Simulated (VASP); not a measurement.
# Tl2FeH6 (Fm-3m) in VASP: further runs

The runs below take Tl2FeH6 through single point, with PBE.

All numbers are computed with VASP 6.6.1; they aren't measurements. Logs are shortened: lines on timing, memory, paths and dates and some standing lists are left out, and cuts for length are marked.

## (1) The cell of the first run

It takes space group Fm-3m (No. 225, cubic). The conventional cell has a = 7.022 Å, b = 7.022 Å, c = 7.022 Å, α = 90.00°, β = 90.00°, γ = 90.00°. Within 2.3 Å of H (site symmetry 4mm) lie 1 Fe at 1.70 Å. Within 2.3 Å of Fe (site symmetry m-3m) lie 6 H at 1.70 Å. Within 3.3 Å of Tl (site symmetry -43m) lie 12 H at 2.48 Å and 4 Fe at 3.04 Å.

## (2) Single point, PBE

The input, INCAR:

```
SYSTEM = Tl2FeH6
  PREC = Accurate
  ENCUT = 520
  EDIFF = 1E-6
  ISMEAR = -1
  SIGMA = 0.1
  LREAL = .FALSE.
  LASPH = .TRUE.
  NELM = 60
  ALGO = Normal
  ISIF = 2
  LWAVE = .FALSE.
  LCHARG = .FALSE.
  GGA = PE
  NBANDS = 30
  ISYM = 0
```

The input, KPOINTS:

```
Automatic mesh
0
Gamma
  5 5 5
  0.5 0.5 0.5
```

The input, POSCAR:

```
Tl2FeH6
1.0
    0.0000000000      3.5111160000      3.5111160000
    3.5111160000      0.0000000000      3.5111160000
    3.5111160000      3.5111160000      0.0000000000
H Fe Tl
6 1 2
Direct
    0.7580000000      0.2420000000      0.2420000000
    0.2420000000      0.7580000000      0.2420000000
    0.2420000000      0.7580000000      0.7580000000
    0.7580000000      0.2420000000      0.7580000000
    0.2420000000      0.2420000000      0.7580000000
    0.7580000000      0.7580000000      0.2420000000
    0.0000000000      0.0000000000      0.0000000000
    0.2500000000      0.2500000000      0.2500000000
    0.7500000000      0.7500000000      0.7500000000
```

Potentials or basis: VASP PAW PBE potentials, release 64 (H, Fe, Tl_d).

The run is started by

```
cat potpaw_PBE.64/H/POTCAR potpaw_PBE.64/Fe/POTCAR potpaw_PBE.64/Tl_d/POTCAR > POTCAR
mpirun -np 1 vasp_std > vasp.out
```

OUTCAR:

```text
SYSTEM = Tl2FeH6
   PREC = Accurate
   ENCUT = 520
   EDIFF = 1E-6
   ISMEAR = -1
   LREAL = .FALSE.
   LASPH = .TRUE.
   NELM = 60
   ISIF = 2
   GGA = PE
   ISYM = 0

 ion  position               nearest neighbor table
   1  0.758  0.242  0.242-   7 1.70   9 2.48   9 2.48   8 2.48   8 2.48
   2  0.242  0.758  0.242-   7 1.70   9 2.48   9 2.48   8 2.48   8 2.48
   3  0.242  0.758  0.758-   7 1.70   9 2.48   9 2.48   8 2.48   8 2.48
   4  0.758  0.242  0.758-   7 1.70   9 2.48   9 2.48   8 2.48   8 2.48
   5  0.242  0.242  0.758-   7 1.70   9 2.48   9 2.48   8 2.48   8 2.48
   6  0.758  0.758  0.242-   7 1.70   9 2.48   9 2.48   8 2.48   8 2.48
   7  0.000  0.000  0.000-   1 1.70   2 1.70   3 1.70   4 1.70   5 1.70   6 1.70   8 3.04   9 3.04
                             9 3.04   9 3.04   9 3.04   8 3.04   8 3.04   8 3.04
   8  0.250  0.250  0.250-   1 2.48   4 2.48   6 2.48   2 2.48   3 2.48   6 2.48   3 2.48   4 2.48
                             5 2.48   1 2.48   2 2.48   5 2.48   7 3.04   7 3.04   7 3.04   7 3.04
   9  0.750  0.750  0.750-   3 2.48   4 2.48   6 2.48   1 2.48   2 2.48   6 2.48   1 2.48   4 2.48
                             5 2.48   2 2.48   3 2.48   5 2.48   7 3.04   7 3.04   7 3.04   7 3.04

IMPORTANT INFORMATION: All symmetrisations will be switched off!
NOSYMM: (Re-)initialisation of all symmetry stuff for point group C_1.

----------------------------------------------------------------------------------------

                                     Primitive cell

  volume of cell :      86.5696

  direct lattice vectors                    reciprocal lattice vectors
     0.000000000  3.511116000  3.511116000    -0.142404865  0.142404865  0.142404865
     3.511116000  0.000000000  3.511116000     0.142404865 -0.142404865  0.142404865
     3.511116000  3.511116000  0.000000000     0.142404865  0.142404865 -0.142404865

  length of vectors
     4.965467866  4.965467866  4.965467866     0.246652461  0.246652461  0.246652461

  position of ions in fractional coordinates (direct lattice)
     0.758000000  0.242000000  0.242000000
     0.242000000  0.758000000  0.242000000
     0.242000000  0.758000000  0.758000000
     0.758000000  0.242000000  0.758000000
     0.242000000  0.242000000  0.758000000
     0.758000000  0.758000000  0.242000000
     0.000000000  0.000000000  0.000000000
     0.250000000  0.250000000  0.250000000
     0.750000000  0.750000000  0.750000000

  ion indices of the primitive-cell ions
   primitive index   ion index
                 1           1
                 2           2
                 3           3
                 4           4
                 5           5
                 6           6
                 7           7
                 8           8
                 9           9

----------------------------------------------------------------------------------------

 KPOINTS: Automatic mesh

Automatic generation of k-mesh.
 Grid dimensions read from file:
 generate k-points for:    5    5    5

 Generating k-lattice:

  Cartesian coordinates                     Fractional coordinates (reciprocal lattice)
    -0.028480973  0.028480973  0.028480973     0.200000000  0.000000000  0.000000000
     0.028480973 -0.028480973  0.028480973     0.000000000  0.200000000  0.000000000
     0.028480973  0.028480973 -0.028480973     0.000000000  0.000000000  0.200000000

  Length of vectors
     0.049330492  0.049330492  0.049330492

  Shift w.r.t. Gamma in fractional coordinates (k-lattice)
     0.500000000  0.500000000  0.500000000

 Subroutine IBZKPT returns following result:
 ===========================================

 Found    252 irreducible k-points:

 Following reciprocal coordinates:
            Coordinates               Weight
  0.100000  0.100000  0.100000      2.000000
  0.100000  0.000000  0.000000      2.000000
  0.000000  0.000000 -0.100000      2.000000
  0.000000  0.100000  0.000000      2.000000
  0.300000  0.100000  0.100000      2.000000
  0.100000  0.300000  0.100000      2.000000
[... 16 lines left out ...]
  0.000000  0.400000 -0.100000      2.000000
  0.400000  0.000000 -0.100000      2.000000
 [... further k-points ...]
   k-points           NKPTS =    252   k-points in BZ     NKDIM =    252   number of bands    NBANDS=     30
   number of dos      NEDOS =    301   number of ions     NIONS =      9
   total plane-waves  NPLWV =  64000
   dimension x,y,z NGX =    40 NGY =   40 NGZ =   40
   dimension x,y,z NGXF=    80 NGYF=   80 NGZF=   80
   ions per type =               6   1   2
   NGX,Y,Z   is equivalent  to a cutoff of  13.39, 13.39, 13.39 a.u.
   NGXF,Y,Z  is equivalent  to a cutoff of  26.78, 26.78, 26.78 a.u.
 SYSTEM =  Tl2FeH6
   PREC   = accura    normal or accurate (medium, high low for compatibility)
   ISTART =      0    job   : 0-new  1-cont  2-samecut
   ICHARG =      2    charge: 1-file 2-atom 10-const
   ISPIN  =      1    spin polarized calculation?
   LNONCOLLINEAR =      F non collinear calculations
   LSORBIT =      F    spin-orbit coupling
   LASPH  =      T    aspherical Exc in radial PAW
   ENCUT  =  520.0 eV  38.22 Ry    6.18 a.u.   9.23  9.23  9.23*2*pi/ulx,y,z
   NELM   =     60;   NELMIN=  2; NELMDL= -5     # of ELM steps
   EDIFF  = 0.1E-05   stopping-criterion for ELM
   LREAL  =      F    real-space projection
   EDIFFG = 0.1E-04   stopping-criterion for IOM
   NSW    =      0    number of steps for IOM
   IBRION =     -1    ionic relax: 0-MD 1-quasi-New 2-CG
   NFREE  =      0    steps in history (QN), initial steepest desc. (CG)
   ISIF   =      2    stress and relaxation
   ISYM   =      0    0-nonsym 1-usesym 2-fastsym
   POTIM  = 0.5000    time-step for ionic-motion
   TEBEG  =    0.0;   TEEND  =   0.0 temperature during run
   PSTRESS=    0.0 pullay stress
   NELECT =      40.0000    total number of electrons
   NUPDOWN=      -1.0000    fix difference up-down
   EMIN   =  10.00;   EMAX   =-10.00  energy-range for DOS
   EFERMI =   0.00;   METHOD = LEGACY
   ISMEAR =    -1;   SIGMA  =   0.10  broadening in eV -4-tet -1-fermi 0-gaus
   EFERMI_NEDOS =   21; number of points for ismear=-14 and -15
   IALGO  =     38    algorithm
   IMIX   =      4    mixing-type and parameters
     AMIX     =   0.40;   BMIX     =  1.00
     AMIX_MAG =   1.60;   BMIX_MAG =  1.00
  volume/ion in A,a.u.               =       9.62        64.91
  Fermi-wavevector in a.u.,A,eV,Ry     =   1.265629  2.391691 21.794030  1.601816
  Thomas-Fermi vector in A             =   2.398872
   LORBIT       =      0    0 simple, 1 ext, 2 COOP (PROOUT), +10 PAW based schemes
   GGA     = PE    functional components
   LHFCALC =     F    Hartree Fock is set to
   AEXX    =    0.0000 exact exchange contribution
   IVDW    =     0    specifies the selected vdW correction
   LEPSILON=     F    determine dielectric tensor
   LRPA    =     F    only Hartree local field effects (RPA)
 non-spin polarized calculation
  energy-cutoff  :      520.00
  volume of cell :       86.57
 maximum number of plane-waves:      2346
 NGX is ok and might be reduce to    40
   NGX = 19   NGY = 19   NGZ = 19

 number of electron      39.9999994 magnetization

 Free energy of the ion-electron system (eV)
  ---------------------------------------------------
  ext. energy  EPLUGINS =         0.00000000
  ---------------------------------------------------
  free energy    TOTEN  =       -29.49621543 eV

  energy without entropy =      -29.37963674  energy(sigma->0) =      -29.43792609

 E-fermi :   5.1250     XC(G=0): -10.6588

 val. band max:        5.1216503460   @ k =   0.2000   0.5000   0.2000
 cond. band min:       5.1472057629   @ k =   0.0000   0.5000   0.0000
 fundamental gap:      0.0255554169
 Fermi energy:         5.1249509568

 k-point     1 :       0.1000    0.1000    0.1000
  band No.  band energies     occupation
      1      -6.3254      2.00000
      2      -6.3254      2.00000
      3      -6.2779      2.00000
      4      -6.2668      2.00000
      5      -6.2668      2.00000
      6      -5.7636      2.00000
[... 22 lines left out ...]
     29       9.5872      0.00000
     30      10.1549      0.00000

 k-point     2 :       0.1000    0.0000    0.0000
  band No.  band energies     occupation
      1      -6.3254      2.00000
      2      -6.3254      2.00000
      3      -6.2779      2.00000
      4      -6.2668      2.00000
      5      -6.2668      2.00000
      6      -5.7636      2.00000
[... 22 lines left out ...]
     29       9.5872      0.00000
     30      10.1549      0.00000

 k-point     3 :       0.0000    0.0000   -0.1000
  band No.  band energies     occupation
      1      -6.3254      2.00000
      2      -6.3254      2.00000
      3      -6.2779      2.00000
      4      -6.2668      2.00000
      5      -6.2668      2.00000
      6      -5.7636      2.00000
[... 22 lines left out ...]
     29       9.5872      0.00000
     30      10.1549      0.00000

 k-point     4 :       0.0000    0.1000    0.0000
  band No.  band energies     occupation
      1      -6.3254      2.00000
      2      -6.3254      2.00000
      3      -6.2779      2.00000
      4      -6.2668      2.00000
      5      -6.2668      2.00000
      6      -5.7636      2.00000
[... 22 lines left out ...]
     29       9.5872      0.00000
     30      10.1549      0.00000

 k-point     5 :       0.3000    0.1000    0.1000
  band No.  band energies     occupation
      1      -6.2667      2.00000
      2      -6.2519      2.00000
      3      -6.2092      2.00000
      4      -6.2011      2.00000
      5      -6.1489      2.00000
      6      -5.8485      2.00000
[... 22 lines left out ...]
     29      11.1618      0.00000
     30      12.4431      0.00000
[... 526 lines left out ...]
     29      13.3626      0.00000
     30      14.0115      0.00000

 k-point    22 :       0.1000   -0.4000    0.0000
  band No.  band energies     occupation
      1      -6.1453      2.00000
      2      -6.1048      2.00000
      3      -6.0617      2.00000
      4      -6.0040      2.00000
      5      -5.9950      2.00000
      6      -5.9818      2.00000
[... 22 lines left out ...]
     29      13.3626      0.00000
     30      14.0115      0.00000

 k-point    23 :       0.0000    0.4000   -0.1000
  band No.  band energies     occupation
      1      -6.1453      2.00000
      2      -6.1048      2.00000
      3      -6.0617      2.00000
      4      -6.0040      2.00000
      5      -5.9950      2.00000
      6      -5.9818      2.00000
[... 22 lines left out ...]
     29      13.3626      0.00000
     30      14.0115      0.00000

 k-point    24 :       0.4000    0.0000   -0.1000
  band No.  band energies     occupation
      1      -6.1453      2.00000
      2      -6.1048      2.00000
      3      -6.0617      2.00000
      4      -6.0040      2.00000
      5      -5.9950      2.00000
      6      -5.9818      2.00000
[... 22 lines left out ...]
     29      13.3626      0.00000
     30      14.0115      0.00000

 [... further k-points ...]
[... 5 lines left out ...]
  --------------------------------------------------------------------------------------
  -------------------------------------------------------------------------------------
  Total        0.6326343      0.6326251      0.6326056      0.0000124      0.0000127      0.0000122
  in kB       11.7084061     11.7082366     11.7078757      0.0002297      0.0002358      0.0002254
  external PRESSURE =      11.7081728 kB  Pullay stress =       0.0000000 kB

 VOLUME and BASIS-vectors are now :
 -----------------------------------------------------------------------------
  energy-cutoff  :      520.00
  volume of cell :       86.57
      direct lattice vectors                 reciprocal lattice vectors
     0.000000000  3.511116000  3.511116000    -0.142404865  0.142404865  0.142404865
     3.511116000  0.000000000  3.511116000     0.142404865 -0.142404865  0.142404865
     3.511116000  3.511116000  0.000000000     0.142404865  0.142404865 -0.142404865

 POSITION                                       TOTAL-FORCE (eV/Angst)
 -----------------------------------------------------------------------------------
      1.69938      3.51112      3.51112        -0.836392      0.000000      0.000000
      3.51112      1.69938      3.51112         0.000000     -0.836394      0.000000
      5.32285      3.51112      3.51112         0.836391     -0.000000     -0.000000
      3.51112      5.32285      3.51112        -0.000000      0.836394     -0.000000
      3.51112      3.51112      1.69938         0.000000      0.000000     -0.836400
      3.51112      3.51112      5.32285        -0.000000     -0.000000      0.836400
      0.00000      0.00000      0.00000         0.000000      0.000000      0.000000
      1.75556      1.75556      1.75556         0.000001      0.000001      0.000001
      5.26667      5.26667      5.26667        -0.000001     -0.000001     -0.000001
 -----------------------------------------------------------------------------------
    total drift:                                0.000000      0.000000      0.000000

  FREE ENERGIE OF THE ION-ELECTRON SYSTEM (eV)
  ---------------------------------------------------
  free  energy   TOTEN  =       -29.4962154291 eV

  energy  without entropy=      -29.3796367410  energy(sigma->0) =      -29.43792609
```

Wall time 12 min (1 thread of Oxide Virtual Turin-like, shared host); peak memory 0.66 GiB.

Results:

| Quantity | Value |
| --- | --- |
| Free energy | -29.4962 eV |
| Pressure | 1.2 GPa |
| Largest force | 0.836 eV/Å |
| Band gap on the k mesh | zero (band 20 reaches 5.26 eV, above the bottom of band 21 at 5.12 eV) |

Forces in eV/Å, atoms in the order of the input:
```
H   -0.836  0.000  0.000
H    0.000 -0.836  0.000
H    0.836  0.000  0.000
H    0.000  0.836  0.000
H    0.000  0.000 -0.836
H    0.000  0.000  0.836
Fe   0.000  0.000  0.000
Tl   0.000  0.000  0.000
Tl   0.000  0.000  0.000
```

Levels at points of the mesh, in eV from the Fermi level:
| k point | band 16 | band 17 | band 18 | band 19 | band 20 | band 21 | band 22 | band 23 | band 24 | band 25 |
| --- | --- | --- | --- | --- | --- | --- | --- | --- | --- | --- |
| (0.50, 0.50, 0.50) | -2.79 | -2.66 | -1.30 | -1.30 | -1.14 | 0.02 | 1.54 | 1.54 | 4.58 | 4.58 |
| (0.50, 0.00, 0.00) | -2.79 | -2.66 | -1.30 | -1.30 | -1.14 | 0.02 | 1.54 | 1.54 | 4.58 | 4.58 |
| (0.00, 0.00, 0.50) | -2.79 | -2.66 | -1.30 | -1.30 | -1.14 | 0.02 | 1.54 | 1.54 | 4.58 | 4.58 |
| (0.00, 0.50, 0.00) | -2.79 | -2.66 | -1.30 | -1.30 | -1.14 | 0.02 | 1.54 | 1.54 | 4.58 | 4.58 |

Caveat: spin-orbit coupling is left out, which moves the levels of the heavy elements. Spin polarisation is off, so any magnetic state and its effect on volume and gap are missing.

## (3) Single point, PBE, collinear spin, ferromagnetic start

The input, INCAR:

```
PREC     = Accurate       # precision mode
ENCUT    = 520            # plane-wave cutoff, eV
EDIFF    = 1E-7           # SCF threshold, eV
ISMEAR   = -1             # smearing method
SIGMA    = 0.1            # smearing width, eV
LREAL    = F              # projectors in reciprocal space
LASPH    = T              # aspherical terms in the spheres
NELM     = 150            # most SCF steps
ALGO     = Normal         # electronic algorithm
ISIF     = 2              # what is computed and relaxed
LWAVE    = F              # write WAVECAR
LCHARG   = T              # write CHGCAR
ISPIN    = 2              # spin polarisation
MAGMOM   = 2 1 1 1 1 3 2 1 1 # initial moments
LORBIT   = 11             # projections on sites
LMAXMIX  = 4              # l up to which the mixer works
GGA      = PE             # functional
LELF     = T              # ELF
LVHAR    = T            
NBANDS   = 34             # bands
```

The input, KPOINTS:

```
regular mesh
0
Gamma
  5 5 5
```

POSCAR is that of step 2.

Potentials or basis: VASP PAW PBE potentials, release 64 (H, Fe, Tl_d).

The run is started by

```
cat potpaw_PBE.64/H/POTCAR potpaw_PBE.64/Fe/POTCAR potpaw_PBE.64/Tl_d/POTCAR > POTCAR
mpirun -np 1 vasp_std > vasp.out
```

Run time: 4.9 min. Hardware: 1 thread of Oxide Virtual Turin-like, shared host; peak memory 0.37 GiB.

The run converged. Its results:

```
Free energy                                           : -29.5061 eV
Pressure                                              : 1.7 GPa
Largest force                                         : 0.842 eV/Å
Net moment                                            : 0.71 μB per cell
Site moments                                          : H -0.00; Fe +0.69; Tl +0.04 μB
Valence electrons inside the program's atomic spheres : H 0.50; Fe 7.39; Tl 11.21
```

Forces on the atoms (eV/Å):
```
H   -0.842  0.000  0.000
H    0.000 -0.842  0.000
H    0.842  0.000  0.000
H    0.000  0.842  0.000
H    0.000  0.000 -0.842
H    0.000  0.000  0.842
Fe   0.000  0.000  0.000
Tl   0.000  0.000  0.000
Tl   0.000  0.000  0.000
```

Levels at points of the mesh, in eV from the Fermi level:
Spin up:
| k point | band 17 | band 18 | band 19 | band 20 | band 21 | band 22 | band 23 | band 24 |
| --- | --- | --- | --- | --- | --- | --- | --- | --- |
| (0.00, 0.00, 0.00) | -2.20 | -2.20 | -2.20 | -2.20 | 1.51 | 1.99 | 1.99 | 1.99 |
Spin down:
| k point | band 17 | band 18 | band 19 | band 20 | band 21 | band 22 | band 23 | band 24 |
| --- | --- | --- | --- | --- | --- | --- | --- | --- |
| (0.00, 0.00, 0.00) | -2.21 | -1.73 | -1.73 | -1.73 | 1.59 | 2.31 | 2.31 | 2.31 |

Caveat: spin-orbit coupling is left out, which moves the levels of the heavy elements.
